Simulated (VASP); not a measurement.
MgO:

```
CELL_PARAMETERS angstrom
0.00000 2.13515 2.13515
2.13515 0.00000 2.13515
2.13515 2.13515 0.00000
ATOMIC_POSITIONS crystal
Mg 0.00000 0.00000 0.00000
O 0.50000 0.50000 0.50000
```

* Program: VASP 6.6.1
* Task: relaxation of cell and atoms
* Functional: r2SCAN
* Potentials or basis: VASP PAW PBE potentials, release 64 (Mg_sv, O)
* Cutoff: 660 eV
* k mesh: 10 × 10 × 10
* Occupations: gaussian, width 0.02 eV
* Spin: no spin polarisation

At the start: pressure -7.2 GPa; volume 9.73 Å³/atom.

Task: Where does the relaxation end?

Result: Over 4 steps the energy falls by 10.3 meV/atom and the volume is 9.28 Å³/atom (-4.7 %); space group Fm-3m (No. 225, to 0.05 Å).

Step by step:
```tsv
step	energy change (eV)	largest force (eV/Å)	pressure (GPa)	volume (Å³)
1	0.0000	0.0000	-7.20	19.47
2	-0.0179	0.0000	2.60	18.26
3	-0.0205	0.0000	-0.13	18.57
4	-0.0205	0.0000	0.03	18.55
```

Final structure:
```cif
data_structure
_symmetry_space_group_name_H-M 'P 1'
_symmetry_Int_Tables_number 1
_cell_length_a 2.9714
_cell_length_b 2.9714
_cell_length_c 2.9714
_cell_angle_alpha 60.000
_cell_angle_beta 60.000
_cell_angle_gamma 60.000
_cell_volume 18.55
loop_
_atom_site_label
_atom_site_type_symbol
_atom_site_fract_x
_atom_site_fract_y
_atom_site_fract_z
_atom_site_occupancy
Mg1 Mg 0.00000 0.00000 0.00000 1
O1 O 0.50000 0.50000 0.50000 1
```

Caveat: the PAW data sets were made with another functional, which shifts forces and pressure a little.
